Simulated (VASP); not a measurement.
Write the native input for VASP 6.6.1 that does the following.

| Quantity | Value |
| --- | --- |
| Task | single point |
| Functional | LDA |
| Potentials or basis | VASP PAW LDA potentials, release 64 (Y_sv) |
| Cutoff | 520 eV |
| k mesh | 12 × 12 × 7 |
| Occupations | fermi-dirac, width 0.08 eV |
| Spin | no spin polarisation |
| Dipole correction | no |
| Further INCAR settings | ALGO = Normal; EDIFF = 1e-06; NBANDS = 18 |

The structure of Y lies in POSCAR:

```
Y
1.0
    3.6756820560      0.0000000000      0.0000000000
   -1.8378410280      3.1832340367      0.0000000000
    0.0000000000      0.0000000000      5.7854633609
Y
2
Direct
    0.3333333333      0.6666666667      0.2500000000
    0.6666666667      0.3333333333      0.7500000000
```

This cell differs from its parent crystal: volume scaled by 1.02.

These files were run (other wordings do the same):

INCAR

```
SYSTEM = Y
PREC = Accurate
ENCUT = 520
EDIFF = 1E-6
ISMEAR = -1
SIGMA = 0.08
LREAL = .False.
LASPH = .True.
NELM = 60
ALGO = Normal
ISIF = 2
LWAVE = .False.
LCHARG = .True.
GGA = CA
LELF = .True.
LVHAR = .True.
NBANDS = 18
```

KPOINTS

```
regular mesh
0
Gamma
  12 12 7
  0 0 0
```

Potentials or basis: VASP PAW LDA potentials, release 64 (Y_sv).

The run is started by

```sh
$ cat potpaw_LDA.64/Y_sv/POTCAR > POTCAR
$ mpirun -np 1 vasp_std > vasp.out
```

It gave:

```json
{"Pressure": "-4.6 GPa", "Band gap on the k mesh": "zero (band 11 reaches 3.54 eV, above the bottom of band 12 at 2.27 eV)"}
```

Wall time 45 s on 1 thread of Intel(R) Xeon(R) Platinum 8488C (Sapphire Rapids), on a shared host, peak memory 0.22 GiB.
